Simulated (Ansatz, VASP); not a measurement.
**One calculation of W, two programs**

```xyz
4
Lattice="2.8097 0.0000 0.0000 0.0000 4.8639 0.0000 0.0000 0.0000 4.9237" Properties=species:S:1:pos:R:3 pbc="T T T"
W     2.2285    2.7391    1.2309
W     0.5811    0.3072    1.2309
W     0.5811    2.1247    3.6928
W     2.2285    4.5567    3.6928
```

Alike in both runs: task single point; functional LDA; k mesh 8 × 5 × 5; occupations fermi-dirac, width 0.1 eV; no spin polarisation.

|  | VASP | Ansatz |
| --- | --- | --- |
| version | VASP 6.6.1 | Ansatz 0.2.0 |
| potentials or method | VASP PAW LDA potentials, release 64 (W_sv) | plane waves, PAW |
| plane-wave cutoff (eV) | 520 | 420 |
| valence electrons in the cell | 56 | 56 |

Ansatz gave:

```
pressure (GPa)                                                : -15.8
traceless stress, the component that is largest in VASP (GPa) : -0.84
```

Question: Which values does VASP return?

Answer: Pressure (GPa): -14.4; traceless stress, the component that is largest in VASP (GPa): -0.75.

LDA's correlation is that of Perdew and Zunger in VASP and of Perdew and Wang (1992) in Ansatz.

Spin-orbit coupling is off throughout.
